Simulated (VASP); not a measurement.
# TiAl3F (P4/mmm) in VASP: a series of runs

TiAl3F is run at these levels: PBE; tasks: single point.

Program: VASP 6.6.1. These are calculated values, not measurements. Logs are shortened: lines on timing, memory, paths and dates and some standing lists are left out, and cuts for length are marked.

## (1) The cell of the first run

The structure is tetragonal, space group P4/mmm (No. 123). The conventional cell has a = 2.945 Å, b = 2.945 Å, c = 10.582 Å, α = 90.00°, β = 90.00°, γ = 90.00°. Within 3.5 Å of Ti (site symmetry 4/mmm) lie 2 Al at 2.69 Å and 4 Ti at 2.94 Å. Within 2.8 Å of Al (site symmetry 4/mmm) lie 4 F at 2.08 Å. Al (site symmetry 4mm) has 1 F at 2.60 Å and 1 Ti at 2.69 Å and 8 Al at 2.94 to 3.33 Å within 3.4 Å. Within 2.8 Å of F (site symmetry 4/mmm) lie 6 Al at 2.08 to 2.60 Å.

The cell was built from a structure type or drawn by symmetry, and may not be a known phase.

## (2) Single point, PBE

The input, INCAR:

```
PREC = Accurate ; ENCUT = 520
EDIFF = 1E-6 ; ISMEAR = 0
SIGMA = 0.1 ; LREAL = False
LASPH = True ; NELM = 100
ALGO = Normal ; ISIF = 2
LWAVE = False ; LCHARG = True
GGA = PE ; LELF = True
LVHAR = True ; NBANDS = 22
```

The input, KPOINTS:

```
regular mesh
0
Gamma
  12 12 4
```

The input, POSCAR:

```
TiAl3F
1.0
    2.9447595887      0.0000000000      0.0000000000
    0.0000000000      2.9447595887      0.0000000000
    0.0000000000      0.0000000000     10.5818914339
Ti Al F
1 3 1
Direct
    0.5000000000      0.5000000000      0.5000000000
    0.0000000000      0.0000000000      0.0000000000
    0.5000000000      0.5000000000      0.2461675045
    0.5000000000      0.5000000000      0.7538324955
    0.5000000000      0.5000000000      0.0000000000
```

Potentials or basis: VASP PAW PBE potentials, release 64 (Ti_sv, Al, F).

Run with:

```console
$ cat potpaw_PBE.64/Ti_sv/POTCAR potpaw_PBE.64/Al/POTCAR potpaw_PBE.64/F/POTCAR > POTCAR
$ mpirun -np 1 vasp_std > vasp.out
```

OUTCAR:

```text
PREC = Accurate
   ENCUT = 520
   EDIFF = 1E-6
   ISMEAR = 0
   LREAL = False
   LASPH = True
   NELM = 100
   ISIF = 2
   GGA = PE

 ion  position               nearest neighbor table
   1  0.500  0.500  0.500-   3 2.69   4 2.69
   2  0.000  0.000  0.000-   5 2.08   5 2.08   5 2.08   5 2.08   4 3.33   4 3.33   3 3.33   4 3.33
                             3 3.33   3 3.33   4 3.33   3 3.33
   3  0.500  0.500  0.246-   5 2.60   1 2.69   2 3.33   2 3.33   2 3.33   2 3.33
   4  0.500  0.500  0.754-   5 2.60   1 2.69   2 3.33   2 3.33   2 3.33   2 3.33
   5  0.500  0.500  0.000-   2 2.08   2 2.08   2 2.08   2 2.08   4 2.60   3 2.60

  LATTYP: Found a simple tetragonal cell.
 ALAT       =     2.9447595887
 C/A-ratio  =     3.5934653119

  Lattice vectors:

 A1 = (   2.9447595887,   0.0000000000,   0.0000000000)
 A2 = (   0.0000000000,   2.9447595887,   0.0000000000)
 A3 = (   0.0000000000,   0.0000000000,  10.5818914339)

Analysis of symmetry for initial positions (statically):
=====================================================================
 Subroutine PRICEL returns:
 Original cell was already a primitive cell.

 Routine SETGRP: Setting up the symmetry group for a
 simple tetragonal supercell.

 Subroutine GETGRP returns: Found 16 space group operations
 (whereof 16 operations were pure point group operations)
 out of a pool of 16 trial point group operations.

The static configuration has the point symmetry D_4h.

Analysis of symmetry for dynamics (positions and initial velocities):
=====================================================================
 Subroutine PRICEL returns:
 Original cell was already a primitive cell.

 Routine SETGRP: Setting up the symmetry group for a
 simple tetragonal supercell.

 Subroutine GETGRP returns: Found 16 space group operations
 (whereof 16 operations were pure point group operations)
 out of a pool of 16 trial point group operations.

The dynamic configuration has the point symmetry D_4h.

 Subroutine INISYM returns: Found 16 space group operations
 (whereof 16 operations are pure point group operations),
 and found     1 'primitive' translations

----------------------------------------------------------------------------------------

                                     Primitive cell

  volume of cell :      91.7620

  direct lattice vectors                    reciprocal lattice vectors
     2.944759589  0.000000000  0.000000000     0.339586296  0.000000000  0.000000000
     0.000000000  2.944759589  0.000000000     0.000000000  0.339586296  0.000000000
     0.000000000  0.000000000 10.581891434     0.000000000  0.000000000  0.094501064

  length of vectors
     2.944759589  2.944759589 10.581891434     0.339586296  0.339586296  0.094501064

  position of ions in fractional coordinates (direct lattice)
     0.500000000  0.500000000  0.500000000
     0.000000000  0.000000000  0.000000000
     0.500000000  0.500000000  0.246167505
     0.500000000  0.500000000  0.753832495
     0.500000000  0.500000000  0.000000000

  ion indices of the primitive-cell ions
   primitive index   ion index
                 1           1
                 2           2
                 3           3
                 4           4
                 5           5

----------------------------------------------------------------------------------------

 KPOINTS: regular mesh

Automatic generation of k-mesh.
 Grid dimensions read from file:
 generate k-points for:   12   12    4

 Generating k-lattice:

  Cartesian coordinates                     Fractional coordinates (reciprocal lattice)
     0.028298858  0.000000000  0.000000000     0.083333333  0.000000000  0.000000000
     0.000000000  0.028298858  0.000000000     0.000000000  0.083333333  0.000000000
     0.000000000  0.000000000  0.023625266     0.000000000  0.000000000  0.250000000

  Length of vectors
     0.028298858  0.028298858  0.023625266

  Shift w.r.t. Gamma in fractional coordinates (k-lattice)
     0.000000000  0.000000000  0.000000000

 Subroutine IBZKPT returns following result:
 ===========================================

 Found     84 irreducible k-points:

 Following reciprocal coordinates:
            Coordinates               Weight
  0.000000  0.000000  0.000000      1.000000
  0.083333  0.000000  0.000000      4.000000
  0.166667  0.000000  0.000000      4.000000
  0.250000  0.000000  0.000000      4.000000
  0.333333  0.000000  0.000000      4.000000
  0.416667  0.000000  0.000000      4.000000
[... 16 lines left out ...]
  0.333333  0.333333  0.000000      4.000000
  0.416667  0.333333  0.000000      8.000000
 [... further k-points ...]
   k-points           NKPTS =     84   k-points in BZ     NKDIM =     84   number of bands    NBANDS=     22
   number of dos      NEDOS =    301   number of ions     NIONS =      5
   total plane-waves  NPLWV =  46080
   dimension x,y,z NGX =    24 NGY =   24 NGZ =   80
   dimension x,y,z NGXF=    48 NGYF=   48 NGZF=  160
[... 27 lines left out ...]
   EFERMI =   0.00;   METHOD = LEGACY
   ISMEAR =     0;   SIGMA  =   0.10  broadening in eV -4-tet -1-fermi 0-gaus
   EFERMI_NEDOS =   21; number of points for ismear=-14 and -15
   IALGO  =     38    algorithm
   IMIX   =      4    mixing-type and parameters
     AMIX     =   0.40;   BMIX     =  1.00
     AMIX_MAG =   1.60;   BMIX_MAG =  1.00
  volume/ion in A,a.u.               =      18.35       123.85
  Fermi-wavevector in a.u.,A,eV,Ry     =   1.102148  2.082757 16.527402  1.214730
  Thomas-Fermi vector in A             =   2.238586
   LORBIT       =      0    0 simple, 1 ext, 2 COOP (PROOUT), +10 PAW based schemes
   GGA     = PE    functional components
   LHFCALC =     F    Hartree Fock is set to
   AEXX    =    0.0000 exact exchange contribution
   IVDW    =     0    specifies the selected vdW correction
   LEPSILON=     F    determine dielectric tensor
   LRPA    =     F    only Hartree local field effects (RPA)
 non-spin polarized calculation
 Gauss-broadening in eV      SIGMA  =   0.10
  energy-cutoff  :      520.00
  volume of cell :       91.76
 maximum number of plane-waves:      2511
 NGX is ok and might be reduce to    24
   NGX = 11   NGY = 11   NGZ = 39

 number of electron      27.9999978 magnetization

 Free energy of the ion-electron system (eV)
  ---------------------------------------------------
  ext. energy  EPLUGINS =         0.00000000
  ---------------------------------------------------
  free energy    TOTEN  =       -20.42669796 eV

  energy without entropy =      -20.40834965  energy(sigma->0) =      -20.41752380

 E-fermi :   5.9427     XC(G=0):  -9.7340

 val. band max:        5.9278505052   @ k =   0.2500   0.0000   0.5000
 cond. band min:       5.9470488229   @ k =   0.3333   0.3333   0.5000
 fundamental gap:      0.0191983178
 Fermi energy:         5.9426562051

 k-point     1 :       0.0000    0.0000    0.0000
  band No.  band energies     occupation
      1     -50.9919      2.00000
      2     -27.2845      2.00000
      3     -27.0577      2.00000
      4     -27.0577      2.00000
      5     -22.1589      2.00000
      6      -4.1457      2.00000
[... 14 lines left out ...]
     21      11.0256      0.00000
     22      13.7373      0.00000

 k-point     2 :       0.0833    0.0000    0.0000
  band No.  band energies     occupation
      1     -50.9896      2.00000
      2     -27.2823      2.00000
      3     -27.0784      2.00000
      4     -27.0560      2.00000
      5     -22.1411      2.00000
      6      -4.0908      2.00000
[... 14 lines left out ...]
     21      11.0763      0.00000
     22      11.9373      0.00000

 k-point     3 :       0.1667    0.0000    0.0000
  band No.  band energies     occupation
      1     -50.9834      2.00000
      2     -27.2762      2.00000
      3     -27.1346      2.00000
      4     -27.0513      2.00000
      5     -22.0923      2.00000
      6      -4.2602      2.00000
[... 14 lines left out ...]
     21      10.5629      0.00000
     22      11.1896      0.00000
[... 476 lines left out ...]
 k-point    23 :       0.3333    0.3333    0.0000
  band No.  band energies     occupation
      1     -50.9415      2.00000
      2     -27.2626      2.00000
      3     -27.2576      2.00000
      4     -27.2356      2.00000
      5     -21.7958      2.00000
      6      -5.0740      2.00000
[... 14 lines left out ...]
     21       9.1849      0.00000
     22       9.6174      0.00000

 k-point    24 :       0.4167    0.3333    0.0000
  band No.  band energies     occupation
      1     -50.9354      2.00000
      2     -27.3133      2.00000
      3     -27.2537      2.00000
      4     -27.2297      2.00000
      5     -21.7556      2.00000
      6      -5.2439      2.00000
[... 14 lines left out ...]
     21       9.7885      0.00000
     22       9.9428      0.00000

 [... further k-points ...]

------------------------ aborting loop because EDIFF is reached ----------------------------------------

  FORCE on cell =-STRESS in cart. coord.  units (eV):
  Direction    XX          YY          ZZ          XY          YZ          ZX
  --------------------------------------------------------------------------------------
  -------------------------------------------------------------------------------------
  Total       -0.0449653     -0.0449653     -0.0610749      0.0000000      0.0000000      0.0000000
  in kB       -0.7850996     -0.7850996     -1.0663752      0.0000000      0.0000000      0.0000000
  external PRESSURE =      -0.8788581 kB  Pullay stress =       0.0000000 kB

 VOLUME and BASIS-vectors are now :
 -----------------------------------------------------------------------------
  energy-cutoff  :      520.00
  volume of cell :       91.76
      direct lattice vectors                 reciprocal lattice vectors
     2.944759589  0.000000000  0.000000000     0.339586296  0.000000000  0.000000000
     0.000000000  2.944759589  0.000000000     0.000000000  0.339586296  0.000000000
     0.000000000  0.000000000 10.581891434     0.000000000  0.000000000  0.094501064

 POSITION                                       TOTAL-FORCE (eV/Angst)
 -----------------------------------------------------------------------------------
      1.47238      1.47238      5.29095         0.000000      0.000000      0.000000
      0.00000      0.00000      0.00000         0.000000      0.000000      0.000000
      1.47238      1.47238      2.60492         0.000000     -0.000000     -0.000581
      1.47238      1.47238      7.97697        -0.000000     -0.000000      0.000581
      1.47238      1.47238      0.00000         0.000000      0.000000      0.000000
 -----------------------------------------------------------------------------------
    total drift:                                0.000000     -0.000000     -0.000000

  FREE ENERGIE OF THE ION-ELECTRON SYSTEM (eV)
  ---------------------------------------------------
  free  energy   TOTEN  =       -20.4266979559 eV

  energy  without entropy=      -20.4083496532  energy(sigma->0) =      -20.41752380
```

It took 61 s on 1 thread of Intel Xeon 6975P-C (Granite Rapids), shared host; peak memory 0.3 GiB.

What came out:

```
Free energy            : -20.4267 eV
Pressure               : -0.1 GPa
Band gap on the k mesh : zero (bands 14 and 15 overlap by 1.05 eV)
```

Levels at points of the mesh, in eV from the Fermi level:
```csv
k point,band 11,band 12,band 13,band 14,band 15,band 16,band 17,band 18
"(0.00, 0.00, 0.00)",-5.07,-2.21,-1.59,-0.49,-0.17,1.95,1.95,2.77
"(0.50, 0.00, 0.00)",-3.26,-2.98,-1.12,-0.63,-0.22,-0.03,1.69,1.87
"(0.50, 0.50, 0.00)",-0.83,-0.71,-0.71,0.13,0.13,0.94,1.12,1.12
"(0.00, 0.00, 0.50)",-4.37,-3.32,-1.06,-0.49,0.41,1.95,1.95,2.71
"(0.50, 0.00, 0.50)",-3.24,-3.09,-0.66,-0.49,0.06,0.17,0.31,1.69
"(0.50, 0.50, 0.50)",-0.75,-0.63,-0.63,-0.08,-0.08,0.59,1.31,1.31
```

## (3) Single point, PBE, collinear spin

This run uses another cell than the first one, of 17.15 Å³/atom.

The input, INCAR:

```
SYSTEM = TiAl3F
PREC     = Accurate       ! precision mode
ENCUT    = 520            ! plane-wave cutoff, eV
EDIFF    = 1E-6           ! SCF threshold, eV
ISMEAR   = 0              ! smearing method
SIGMA    = 0.1            ! smearing width, eV
LREAL    = .FALSE.        ! projectors in reciprocal space
LASPH    = .TRUE.         ! aspherical terms in the spheres
NELM     = 150            ! most SCF steps
ALGO     = Normal         ! electronic algorithm
ISIF     = 2              ! what is computed and relaxed
LWAVE    = .FALSE.        ! write WAVECAR
LCHARG   = .FALSE.        ! write CHGCAR
ISPIN    = 2              ! spin polarisation
MAGMOM   = 1 0 0 0 0      ! initial moments
LORBIT   = 11             ! projections on sites
LMAXMIX  = 4              ! l up to which the mixer works
GGA      = PE             ! functional
NBANDS   = 26             ! bands
```

The input, KPOINTS:

```
Automatic mesh
0
G
  4 4 4
  0 0 0
```

The input, POSCAR:

```
TiAl3F
1.0
    3.8357590800      0.0000000000      0.0000000000
    0.0000000000      3.8357590800      0.0000000000
    0.0000000000      0.0000000000      5.8295980200
Ti Al F
1 3 1
Direct
    0.5000000000      0.5000000000      0.5000000000
    0.0000000000      0.0000000000      0.0000000000
    0.5000000000      0.5000000000      0.2014734900
    0.5000000000      0.5000000000      0.7985265100
    0.5000000000      0.5000000000      0.0000000000
```

Potentials or basis: VASP PAW PBE potentials, release 64 (Ti_sv, Al, F).

Run with:

```console
$ cat potpaw_PBE.64/Ti_sv/POTCAR potpaw_PBE.64/Al/POTCAR potpaw_PBE.64/F/POTCAR > POTCAR
$ mpirun -np 1 vasp_std > vasp.out
```

Run time: 50 s. Hardware: 1 thread of Intel Xeon 6975P-C (Granite Rapids), shared host; peak memory 0.26 GiB.

The run converged. Its results:

```yaml
Free_energy: 11.9517 eV
Pressure: 117.5 GPa
Largest_force: 40.502 eV/Å
Net_moment: 0.91 μB per cell
Site_moments: Ti +0.68; Al +0.00, +0.05 (each value once); F -0.00 μB
Valence_electrons_inside_the_program's_atomic_spheres: Ti 11.18; Al 0.80, 1.52 (each value once); F 6.85
```

Forces in eV/Å, atoms in the order of the input:
```
Ti    0.000   0.000   0.000
Al    0.000   0.000   0.000
Al    0.000   0.000  40.502
Al    0.000   0.000 -40.502
F     0.000   0.000   0.000
```

Stress tensor (GPa, compression positive):
```
  4.27   0.00   0.00
  0.00   4.27   0.00
  0.00   0.00 344.05
```

Levels at points of the mesh, in eV from the Fermi level:
Spin up:
| k point | band 10 | band 11 | band 12 | band 13 | band 14 | band 15 | band 16 | band 17 | band 18 | band 19 |
| --- | --- | --- | --- | --- | --- | --- | --- | --- | --- | --- |
| (0.00, 0.00, 0.00) | -3.16 | -1.85 | -0.76 | -0.61 | -0.61 | -0.01 | 1.93 | 1.94 | 1.94 | 2.91 |
| (0.50, 0.00, 0.00) | -4.64 | -2.63 | -0.85 | -0.53 | -0.44 | 0.49 | 1.09 | 1.20 | 2.09 | 2.41 |
| (0.50, 0.50, 0.00) | -2.38 | -1.84 | -1.84 | -1.83 | -1.83 | 0.75 | 1.46 | 1.54 | 1.55 | 2.20 |
| (0.00, 0.00, 0.50) | -5.04 | -0.70 | -0.70 | -0.68 | 0.24 | 1.96 | 2.03 | 2.17 | 3.09 | 3.30 |
| (0.50, 0.00, 0.50) | -3.74 | -3.22 | -2.36 | -0.44 | -0.34 | -0.23 | 1.40 | 2.02 | 2.34 | 4.03 |
| (0.50, 0.50, 0.50) | -2.49 | -2.49 | -1.88 | -0.64 | -0.48 | -0.48 | 0.04 | 1.06 | 1.06 | 2.04 |
Spin down:
```
           k point  band 11  band 12  band 13  band 14  band 15  band 16  band 17  band 18
(0.00, 0.00, 0.00)    -1.51    -0.38    -0.38     0.36     0.49     1.96     1.96     2.38
(0.50, 0.00, 0.00)    -2.53    -0.81    -0.20     0.34     1.05     1.38     1.58     2.24
(0.50, 0.50, 0.00)    -1.78    -1.78    -1.66    -1.66     1.19     1.52     1.60     2.35
(0.00, 0.00, 0.50)    -0.50    -0.50     0.45     0.88     2.14     2.15     2.41     3.34
(0.50, 0.00, 0.50)    -2.95    -2.21    -0.20    -0.13     0.83     1.84     2.32     2.73
(0.50, 0.50, 0.50)    -2.40    -1.36    -0.38    -0.31    -0.31     0.06     1.20     1.20
```

Caveat: the k points lie up to 0.41 Å⁻¹ apart; atoms lie so close that the PAW spheres overlap strongly, which falsifies energies and pressures; forces of over 1 eV/Å act on the atoms, so gaps and moduli don't describe the material at rest.

## (4) Single point, PBE, collinear spin

The input, INCAR:

```
SYSTEM = TiAl3F
ALGO = Normal
EDIFF = 1E-6
ENCUT = 520
GGA = PE
ISIF = 2
ISMEAR = 0
ISPIN = 2
LASPH = .TRUE.
LCHARG = .TRUE.
LELF = .TRUE.
LMAXMIX = 4
LORBIT = 11
LREAL = .FALSE.
LVHAR = .TRUE.
LWAVE = .FALSE.
MAGMOM = 1 0 0 0 0
NBANDS = 26
NELM = 150
PREC = Accurate
SIGMA = 0.1
```

The input, KPOINTS:

```
k-points
0
G
  4 4 4
  0 0 0
```

The input, POSCAR:

```
TiAl3F
1.0
    2.9164434168      0.0000000000      0.0000000000
    0.0000000000      2.9164434168      0.0000000000
    0.0000000000      0.0000000000     10.7781383952
Ti Al F
1 3 1
Direct
    0.5000000000      0.5000000000      0.5000000000
    0.0000000000      0.0000000000      0.0000000000
    0.5000000000      0.5000000000      0.2463224849
    0.5000000000      0.5000000000      0.7536775151
    0.5000000000      0.5000000000      0.0000000000
```

Run with:

```console
$ cat potpaw_PBE.64/Ti_sv/POTCAR potpaw_PBE.64/Al/POTCAR potpaw_PBE.64/F/POTCAR > POTCAR
$ mpirun -np 1 vasp_std > vasp.out
```

Run time: 44 s. Hardware: 1 thread of Intel Xeon 6975P-C (Granite Rapids), shared host; peak memory 0.27 GiB.

It converged, with:

```yaml
Free_energy: -20.3950 eV
Pressure: -0.1 GPa
Largest_force: 0.009 eV/Å
Net_moment: 0.28 μB per cell
Site_moments: Ti +0.17; Al -0.00, +0.00 (each value once); F +0.00 μB
Valence_electrons_inside_the_program's_atomic_spheres: Ti 10.13; Al 0.72, 0.74 (each value once); F 6.14
```

Forces on the atoms (eV/Å):
```
Ti   0.000  0.000  0.000
Al   0.000  0.000  0.000
Al   0.000  0.000  0.009
Al   0.000  0.000 -0.009
F    0.000  0.000  0.000
```

Levels at points of the mesh, in eV from the Fermi level:
Spin up:
| k point | band 12 | band 13 | band 14 | band 15 | band 16 | band 17 |
| --- | --- | --- | --- | --- | --- | --- |
| (0.00, 0.00, 0.00) | -2.51 | -1.92 | -0.81 | -0.43 | 1.89 | 1.89 |
| (0.50, 0.00, 0.00) | -3.20 | -1.28 | -0.82 | -0.43 | -0.15 | 1.59 |
| (0.50, 0.50, 0.00) | -0.83 | -0.83 | -0.04 | -0.04 | 0.85 | 0.94 |
| (0.00, 0.00, 0.50) | -3.61 | -1.30 | -0.81 | 0.02 | 1.89 | 1.89 |
| (0.50, 0.00, 0.50) | -3.30 | -0.81 | -0.77 | -0.09 | 0.00 | 0.11 |
| (0.50, 0.50, 0.50) | -0.75 | -0.75 | -0.23 | -0.23 | 0.53 | 1.12 |
Spin down:
```tsv
k point	band 12	band 13	band 14	band 15	band 16	band 17
(0.00, 0.00, 0.00)	-2.39	-1.89	-0.41	-0.34	1.99	1.99
(0.50, 0.00, 0.00)	-3.18	-1.16	-0.74	-0.19	-0.09	1.63
(0.50, 0.50, 0.00)	-0.77	-0.77	-0.02	-0.02	0.86	1.01
(0.00, 0.00, 0.50)	-3.51	-1.17	-0.41	0.05	1.99	1.99
(0.50, 0.00, 0.50)	-3.28	-0.74	-0.48	-0.07	0.07	0.20
(0.50, 0.50, 0.50)	-0.69	-0.69	-0.21	-0.21	0.55	1.18
```

Caveat: the k points lie up to 0.54 Å⁻¹ apart.

## (5) The runs side by side

| spin | cell | k mesh | gap on the mesh (eV) | pressure (GPa) | moment (μB) | largest force (eV/Å) |
| --- | --- | --- | --- | --- | --- | --- |
| off | a = 2.945, b = 2.945, c = 10.582 Å, 5 atoms, atomic positions A | 12 × 12 × 4 | none | -0.1 | - | - |
| collinear | a = 3.836, b = 3.836, c = 5.830 Å, 5 atoms, atomic positions B | 4 × 4 × 4 | none | 117.5 | 0.91 | 40.50 |
| collinear | a = 2.916, b = 2.916, c = 10.778 Å, 5 atoms, atomic positions A | 4 × 4 × 4 | none | -0.1 | 0.28 | 0.01 |

Alike in all rows: task single point; level PBE; potentials or basis VASP PAW PBE potentials, release 64 (Ti_sv, Al, F); cutoff (eV) 520; smearing gaussian 0.1 eV.

Caveats: some runs use coarse meshes; atoms lie so close that the PAW spheres overlap strongly, which falsifies energies and pressures (at least some runs); forces of over 1 eV/Å act on the atoms, so gaps and moduli don't describe the material at rest (at least some runs).

Total energies depend on the potentials used, so only differences within one code and one set of settings carry meaning.
